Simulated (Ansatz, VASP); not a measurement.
# One calculation of Zn, two programs

```xyz
2
Lattice="2.6144 0.0000 0.0000 -1.3072 2.2641 0.0000 0.0000 0.0000 4.8732" Properties=species:S:1:pos:R:3 pbc="T T T"
Zn    0.0000    1.5094    1.2183
Zn    1.3072    0.7547    3.6549
```

Alike in both runs: task relaxation of cell and atoms; functional PBE; k mesh 18 × 18 × 10; occupations gaussian, width 0.1 eV; no spin polarisation.

|  | VASP | Ansatz |
| --- | --- | --- |
| version | VASP 6.6.1 | Ansatz 0.2.0 |
| potentials or method | VASP PAW PBE potentials, release 64 (Zn), cutoff 600 eV | scalar-relativistic, plane waves, PAW |
| valence electrons in the cell | 24 | 24 |

```tsv
	VASP	Ansatz	Ansatz less VASP
gap on the k mesh at the Fermi level, each at its own relaxed structure (eV)	none	none	-
relaxed volume (Å³/atom)	15.30	15.31	+0.017
relaxed length of the cell vector where the two differ most in proportion (Å)	5.078	5.092	+0.0142
```

A gap of «none» marks a metal or a gap that the smearing closes.
